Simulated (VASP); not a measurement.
Runs of VASP 6.6.1 on SiF. The structure is that of space group Pm-3m (No. 221), or close to it. The cells are those of the table. 

| task | level | cell | k mesh | cutoff (eV) | gap on the mesh (eV) | pressure (GPa) |
| --- | --- | --- | --- | --- | --- | --- |
| single point | PBE | a = 3.029, b = 3.029, c = 2.968 Å, 2 atoms | 7 × 7 × 8 | 520 | none | 1.2 |
| relaxation of cell and atoms | PBEsol | relaxed to 2 GPa from a = 3.029 Å, 2 atoms | 9 × 9 × 9 | 600 | none | 2.0 |
| single point | PBE | a = 2.988 Å, 2 atoms | 9 × 9 × 9 | 520 | none | 3.3 |
| single point | PBE | a = 3.029 Å, 2 atoms | 6 × 6 × 6 | 520 | none | 0.1 |
| single point | PBEsol | a = 2.960 Å, 2 atoms | 9 × 9 × 9 | 520 | none | (a) |

Alike in all rows: potentials or basis VASP PAW PBE potentials, release 64 (Si, F); no spin polarisation; smearing fermi-dirac 0.05 eV.

Task: Fill in the values left out.

Result: (a) 1.8.

Caveats: an odd number of electrons without spin polarisation forces a metal; a magnetic or distorted state may lie lower; the PAW data sets were made with another functional, which shifts forces and pressure a little (some runs); the cell is relaxed towards a set pressure, so the enthalpy falls and the energy may rise (some runs).

A gap of «none» marks levels without a gap at the run's occupations.
